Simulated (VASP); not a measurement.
Here is a VASP 6.6.1 calculation.

INCAR

```
SYSTEM = Li2ScCuC6N6
PREC = Accurate
ENCUT = 520
EDIFF = 1E-7
ISMEAR = 0
SIGMA = 0.1
LREAL = Auto
LASPH = .TRUE.
NELM = 150
ALGO = Normal
ISIF = 2
LWAVE = .FALSE.
LCHARG = .FALSE.
ISPIN = 2
MAGMOM = 0 0 0 1 0 0 0 0 0 0 0 0 0 0 0 0
LORBIT = 11
LMAXMIX = 4
GGA = PE
NBANDS = 59
```

KPOINTS

```
Automatic mesh
0
G
  4 4 4
  0 0 0
```

The input POSCAR:

```
Li2ScCuC6N6
1.0
    0.0000000000      5.1995000000      5.1995000000
    5.1995000000      0.0000000000      5.1995000000
    5.1995000000      5.1995000000      0.0000000000
Li Sc Cu C N
2 1 1 6 6
Direct
    0.2500000000      0.2500000000      0.2500000000
    0.7500000000      0.7500000000      0.7500000000
    0.0000000000      0.0000000000      0.0000000000
    0.5000000000      0.5000000000      0.5000000000
    0.8055582300      0.1944417700      0.1944417700
    0.1944417700      0.8055582300      0.1944417700
    0.1944417700      0.1944417700      0.8055582300
    0.1944417700      0.8055582300      0.8055582300
    0.8055582300      0.1944417700      0.8055582300
    0.8055582300      0.8055582300      0.1944417700
    0.6930474100      0.3069525900      0.3069525900
    0.3069525900      0.6930474100      0.3069525900
    0.3069525900      0.3069525900      0.6930474100
    0.3069525900      0.6930474100      0.6930474100
    0.6930474100      0.3069525900      0.6930474100
    0.6930474100      0.6930474100      0.3069525900
```

Potentials or basis: VASP PAW PBE potentials, release 64 (Li_sv, Sc_sv, Cu, C, N).

Launch:

```sh
$ cat potpaw_PBE.64/Li_sv/POTCAR potpaw_PBE.64/Sc_sv/POTCAR potpaw_PBE.64/Cu/POTCAR potpaw_PBE.64/C/POTCAR potpaw_PBE.64/N/POTCAR > POTCAR
$ mpirun -np 1 vasp_std > vasp.out
```

Task: Estimate the largest force.

Result: 2.935 eV/Å.

Task: Predict the net moment.

Result: 0.00 μB per cell.

Task: Estimate the band gap on the k mesh.

Result: 0.13 eV.

Forces on the atoms (eV/Å):
```
Li   0.000  0.000  0.000
Li   0.000  0.000  0.000
Sc   0.000  0.000  0.000
Cu   0.000  0.000  0.000
C    2.935  0.000  0.000
C    0.000  2.935  0.000
C    0.000  0.000  2.935
C   -2.935  0.000  0.000
C    0.000 -2.935  0.000
C    0.000  0.000 -2.935
N   -0.298  0.000  0.000
N    0.000 -0.298  0.000
N    0.000  0.000 -0.298
N    0.298  0.000  0.000
N    0.000  0.298  0.000
N    0.000  0.000  0.298
```

Caveat: forces of over 1 eV/Å act on the atoms, so gaps and moduli don't describe the material at rest. A k mesh can miss the band edges.
